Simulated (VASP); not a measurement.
# W5O in VASP: relaxation of the atoms with PBEsol

Aim: the relaxation of the atoms of W5O with PBEsol.

Everything below comes from runs of VASP 6.6.1. Logs are shortened: lines on timing, memory, paths and dates and some standing lists are left out, and cuts for length are marked.

## Step 1: The cell of the first run

The cell holds a slab with vacuum, 6 atoms: a = 3.154 Å, b = 3.154 Å, c = 25.309 Å, α = 90.00°, β = 90.00°, γ = 90.00°.

## Step 2: Relaxation of the atoms, PBEsol

INCAR

```
SYSTEM = W5O
PREC     = Accurate       ! precision mode
ENCUT    = 520            ! plane-wave cutoff, eV
EDIFF    = 1E-6           ! SCF threshold, eV
ISMEAR   = 0              ! smearing method
SIGMA    = 0.1            ! smearing width, eV
LREAL    = .FALSE.        ! projectors in reciprocal space
LASPH    = .TRUE.         ! aspherical terms in the spheres
NELM     = 60             ! most SCF steps
ALGO     = Fast           ! electronic algorithm
ISIF     = 2              ! what is computed and relaxed
LWAVE    = .FALSE.        ! write WAVECAR
LCHARG   = .FALSE.        ! write CHGCAR
LDIPOL   = .TRUE.       
IDIPOL   = 3            
DIPOL    = 0.5 0.5 0.485
GGA      = PS             ! functional
IBRION   = 2              ! ionic algorithm
NSW      = 90             ! ionic steps
EDIFFG   = -0.03          ! ionic threshold
```

KPOINTS

```
regular mesh
0
G
  9 9 1
  0 0 0
```

POSCAR

```
W5O
1.0
    3.1543602775      0.0000000000      0.0000000000
    0.0000000000      3.1543602775      0.0000000000
    0.0000000000      0.0000000000     25.3087205550
W O
5 1
Selective dynamics
Direct
    0.5000000000      0.5000000000      0.3358526158  F F F
    0.0000000000      0.0000000000      0.3981702717  F F F
    0.5000000000      0.5000000000      0.4591284179  T T T
    0.0000000000      0.0000000000      0.5233039974  T T T
    0.5000000000      0.5000000000      0.5784891148  T T T
    0.0000000000      0.0000000000      0.6140499800  T T T
```

Potentials or basis: VASP PAW PBE potentials, release 64 (W_sv, O).

The run is started by

```sh
> cat potpaw_PBE.64/W_sv/POTCAR potpaw_PBE.64/O/POTCAR > POTCAR
> mpirun -np 1 vasp_std > vasp.out
```

OUTCAR:

```text
SYSTEM = W5O
   PREC = Accurate
   ENCUT = 520
   EDIFF = 1E-6
   ISMEAR = 0
   LREAL = .FALSE.
   LASPH = .TRUE.
   NELM = 60
   ISIF = 2
   GGA = PS
   IBRION = 2
   NSW = 90
   EDIFFG = -0.03

 ion  position               nearest neighbor table
   1  0.500  0.500  0.336-   2 2.73   2 2.73   2 2.73   2 2.73   3 3.12
   2  0.000  0.000  0.398-   3 2.71   3 2.71   3 2.71   3 2.71   1 2.73   1 2.73   1 2.73   1 2.73
                             4 3.17
   3  0.500  0.500  0.459-   2 2.71   2 2.71   2 2.71   2 2.71   4 2.76   4 2.76   4 2.76   4 2.76
                             5 3.02   1 3.12
   4  0.000  0.000  0.523-   6 2.30   5 2.63   5 2.63   5 2.63   5 2.63   3 2.76   3 2.76   3 2.76
                             3 2.76   2 3.17
   5  0.500  0.500  0.578-   6 2.41   6 2.41   6 2.41   6 2.41   4 2.63   4 2.63   4 2.63   4 2.63
                             3 3.02
   6  0.000  0.000  0.614-   4 2.30   5 2.41   5 2.41   5 2.41   5 2.41

  LATTYP: Found a simple tetragonal cell.
 ALAT       =     3.1543602775
 C/A-ratio  =     8.0234083391

  Lattice vectors:

 A1 = (   3.1543602775,   0.0000000000,   0.0000000000)
 A2 = (   0.0000000000,   3.1543602775,   0.0000000000)
 A3 = (   0.0000000000,   0.0000000000,  25.3087205550)

Analysis of symmetry for initial positions (statically):
=====================================================================
 Subroutine PRICEL returns:
 Original cell was already a primitive cell.

 Routine SETGRP: Setting up the symmetry group for a
 simple tetragonal supercell.

 Subroutine GETGRP returns: Found  8 space group operations
 (whereof  8 operations were pure point group operations)
 out of a pool of 16 trial point group operations.

The static configuration has the point symmetry C_4v.

Analysis of symmetry for dynamics (positions and initial velocities):
=====================================================================
 Subroutine PRICEL returns:
 Original cell was already a primitive cell.

 Routine SETGRP: Setting up the symmetry group for a
 simple tetragonal supercell.

 Subroutine GETGRP returns: Found  8 space group operations
 (whereof  8 operations were pure point group operations)
 out of a pool of 16 trial point group operations.

The dynamic configuration has the point symmetry C_4v.

Analysis of constrained symmetry for selective dynamics:
=====================================================================
 Subroutine PRICEL returns:
 Original cell was already a primitive cell.

 Routine SETGRP: Setting up the symmetry group for a
 simple tetragonal supercell.

 Subroutine GETGRP returns: Found  8 space group operations
 (whereof  8 operations were pure point group operations)
 out of a pool of 16 trial point group operations.

The constrained configuration has the point symmetry C_4v.

 Subroutine INISYM returns: Found  8 space group operations
 (whereof  8 operations are pure point group operations),
 and found     1 'primitive' translations

----------------------------------------------------------------------------------------

                                     Primitive cell

  volume of cell :     251.8215

  direct lattice vectors                    reciprocal lattice vectors
     3.154360277  0.000000000  0.000000000     0.317021492  0.000000000  0.000000000
     0.000000000  3.154360277  0.000000000     0.000000000  0.317021492  0.000000000
     0.000000000  0.000000000 25.308720555     0.000000000  0.000000000  0.039512072

  length of vectors
     3.154360277  3.154360277 25.308720555     0.317021492  0.317021492  0.039512072

  position of ions in fractional coordinates (direct lattice)
     0.500000000  0.500000000  0.335852616
     0.000000000  0.000000000  0.398170272
     0.500000000  0.500000000  0.459128418
     0.000000000  0.000000000  0.523303997
     0.500000000  0.500000000  0.578489115
     0.000000000  0.000000000  0.614049980

  ion indices of the primitive-cell ions
[... 55 lines left out ...]
   dimension x,y,z NGXF=    48 NGYF=   48 NGZF=  384
   ions per type =               5   1
   NGX,Y,Z   is equivalent  to a cutoff of  12.65, 12.65, 12.61 a.u.
   NGXF,Y,Z  is equivalent  to a cutoff of  25.30, 25.30, 25.22 a.u.
 SYSTEM =  W5O
   PREC   = accura    normal or accurate (medium, high low for compatibility)
   ISTART =      0    job   : 0-new  1-cont  2-samecut
   ICHARG =      2    charge: 1-file 2-atom 10-const
   ISPIN  =      1    spin polarized calculation?
   LNONCOLLINEAR =      F non collinear calculations
   LSORBIT =      F    spin-orbit coupling
   LASPH  =      T    aspherical Exc in radial PAW
   ENCUT  =  520.0 eV  38.22 Ry    6.18 a.u.   5.87  5.87 47.06*2*pi/ulx,y,z
   NELM   =     60;   NELMIN=  2; NELMDL= -5     # of ELM steps
   EDIFF  = 0.1E-05   stopping-criterion for ELM
   LREAL  =      F    real-space projection
   EDIFFG = -.3E-01   stopping-criterion for IOM
   NSW    =     90    number of steps for IOM
   IBRION =      2    ionic relax: 0-MD 1-quasi-New 2-CG
   NFREE  =      1    steps in history (QN), initial steepest desc. (CG)
   ISIF   =      2    stress and relaxation
   ISYM   =      2    0-nonsym 1-usesym 2-fastsym
   POTIM  = 0.5000    time-step for ionic-motion
   TEBEG  =    0.0;   TEEND  =   0.0 temperature during run
   PSTRESS=    0.0 pullay stress
   NELECT =      76.0000    total number of electrons
   NUPDOWN=      -1.0000    fix difference up-down
   EMIN   =  10.00;   EMAX   =-10.00  energy-range for DOS
   EFERMI =   0.00;   METHOD = LEGACY
   ISMEAR =     0;   SIGMA  =   0.10  broadening in eV -4-tet -1-fermi 0-gaus
   EFERMI_NEDOS =   21; number of points for ismear=-14 and -15
   IALGO  =     68    algorithm
   IMIX   =      4    mixing-type and parameters
     AMIX     =   0.40;   BMIX     =  1.00
     AMIX_MAG =   1.60;   BMIX_MAG =  1.00
  volume/ion in A,a.u.               =      41.97       283.23
  Fermi-wavevector in a.u.,A,eV,Ry     =   1.098117  2.075139 16.406721  1.205860
  Thomas-Fermi vector in A             =   2.234488
   LORBIT       =      0    0 simple, 1 ext, 2 COOP (PROOUT), +10 PAW based schemes
   GGA     = PS    functional components
   LHFCALC =     F    Hartree Fock is set to
   AEXX    =    0.0000 exact exchange contribution
   IVDW    =     0    specifies the selected vdW correction
   LEPSILON=     F    determine dielectric tensor
   LRPA    =     F    only Hartree local field effects (RPA)
 conjugate gradient relaxation of ions
 non-spin polarized calculation
 RMM-DIIS sequential band-by-band and
 Gauss-broadening in eV      SIGMA  =   0.10
  energy-cutoff  :      520.00
  volume of cell :      251.82
 maximum number of plane-waves:      6860
 NGX is ok and might be reduce to    24
   NGX = 11   NGY = 11   NGZ = 95

--------------------------------------- Ionic step        1  -------------------------------------------

 number of electron      76.0000002 magnetization

 Free energy of the ion-electron system (eV)
  ---------------------------------------------------
  ext. energy  EPLUGINS =         0.00000000
  ---------------------------------------------------
  free energy    TOTEN  =       -71.31795351 eV

  energy without entropy =      -71.29216406  energy(sigma->0) =      -71.30505878

------------------------ aborting loop because EDIFF is reached ----------------------------------------

 vacuum level on the upper side and lower side of the slab       (xc-potential included)        -0.085        -0.284

  FORCE on cell =-STRESS in cart. coord.  units (eV):
  Direction    XX          YY          ZZ          XY          YZ          ZX
  --------------------------------------------------------------------------------------
  -------------------------------------------------------------------------------------
  Total       -7.1038019     -7.1038019     -3.0036236      0.0000000      0.0000000      0.0000000
  in kB      -45.1968993    -45.1968993    -19.1101157      0.0000000      0.0000000      0.0000000
  external PRESSURE =     -36.5013048 kB  Pullay stress =       0.0000000 kB
[... 21 lines left out ...]
  FREE ENERGIE OF THE ION-ELECTRON SYSTEM (eV)
  ---------------------------------------------------
  free  energy   TOTEN  =       -71.3179535052 eV

  energy  without entropy=      -71.2921640640  energy(sigma->0) =      -71.30505878

 dipolmoment           0.000000      0.000000      0.011650 electrons x Angstroem

--------------------------------------- Ionic step        2  -------------------------------------------

 number of electron      75.9999999 magnetization

------------------------ aborting loop because EDIFF is reached ----------------------------------------
[... 69 lines left out ...]
  FREE ENERGIE OF THE ION-ELECTRON SYSTEM (eV)
  ---------------------------------------------------
  free  energy   TOTEN  =       -71.4195571947 eV

  energy  without entropy=      -71.3864527569  energy(sigma->0) =      -71.40300498

[... ionic steps 4 to 9 ...]

--------------------------------------- Ionic step       10  -------------------------------------------

 number of electron      76.0000000 magnetization

------------------------ aborting loop because EDIFF is reached ----------------------------------------
[... 75 lines left out ...]
--------------------------------------- Ionic step       12  -------------------------------------------

 number of electron      76.0000001 magnetization

 dipolmoment           0.000000      0.000000     -0.038211 electrons x Angstroem

 Free energy of the ion-electron system (eV)
  ---------------------------------------------------
  ext. energy  EPLUGINS =         0.00000000
  ---------------------------------------------------
  free energy    TOTEN  =       -71.44183945 eV

  energy without entropy =      -71.41332758  energy(sigma->0) =      -71.42758351

 E-fermi :   1.1898     XC(G=0):  -5.4023

 val. band max:        1.1787366794   @ k =   0.3333   0.1111   0.0000
 cond. band min:       1.2221114260   @ k =   0.3333   0.0000   0.0000
 fundamental gap:      0.0433747467
 Fermi energy:         1.1898216706

 k-point     1 :       0.0000    0.0000    0.0000
  band No.  band energies     occupation
      1     -73.8738      2.00000
      2     -73.0625      2.00000
      3     -72.9403      2.00000
      4     -72.8081      2.00000
      5     -72.6600      2.00000
      6     -38.1480      2.00000
[... 709 lines left out ...]
     44       3.7950      0.00000
     45       4.0601      0.00000

------------------------ aborting loop because EDIFF is reached ----------------------------------------

 vacuum level on the upper side and lower side of the slab       (xc-potential included)        -0.354         0.326

  FORCE on cell =-STRESS in cart. coord.  units (eV):
  Direction    XX          YY          ZZ          XY          YZ          ZX
  --------------------------------------------------------------------------------------
  -------------------------------------------------------------------------------------
  Total       -7.1961890     -7.1961890     -2.6340360      0.0000000      0.0000000     -0.0000000
  in kB      -45.7846989    -45.7846989    -16.7586681      0.0000000      0.0000000     -0.0000000
  external PRESSURE =     -36.1093553 kB  Pullay stress =       0.0000000 kB
[... 21 lines left out ...]
  FREE ENERGIE OF THE ION-ELECTRON SYSTEM (eV)
  ---------------------------------------------------
  free  energy   TOTEN  =       -71.4418394458 eV

  energy  without entropy=      -71.4133275783  energy(sigma->0) =      -71.42758351

 reached required accuracy - stopping structural energy minimisation

 vacuum level on the upper side and lower side of the slab         4.897         5.592
```

It took 47 min on 1 thread of Oxide Virtual Turin-like, shared host; peak memory 0.38 GiB.

Results:

* Free energy: -71.4418 eV
* Energy gained by relaxing: 20.6 meV/atom
* Ionic steps: 12
* Band gap on the k mesh: zero (bands 38 and 39 overlap by 1.28 eV)

Step by step:
```
step  energy change (eV)  largest force on free atoms (eV/Å)  pressure (GPa)
   1              0.0000                              1.5153           -3.65
   2             -0.1009                              0.4955           -4.25
   3             -0.1016                              0.4994           -4.29
   4             -0.1178                              0.2167           -4.14
   5             -0.1210                              0.1269           -4.02
   6             -0.1210                              0.1262           -4.03
   7             -0.1219                              0.0552           -3.95
   8             -0.1221                              0.0730           -3.89
   9             -0.1229                              0.0594           -3.84
  10             -0.1237                              0.0712           -3.67
  11             -0.1236                              0.0839           -3.54
  12             -0.1239                              0.0119           -3.61
```

Final structure:
```
W O
1.0
     3.15436    0.00000    0.00000
     0.00000    3.15436    0.00000
     0.00000    0.00000   25.30872
W O
5 1
Direct
  0.50000 0.50000 0.33585
  0.00000 0.00000 0.39817
  0.50000 0.50000 0.45996
  0.00000 0.00000 0.52208
  0.50000 0.50000 0.58080
  0.00000 0.00000 0.60895
```

Caveat: the PAW data sets were made with another functional, which shifts forces and pressure a little; spin-orbit coupling is left out, which moves the levels of the heavy elements.
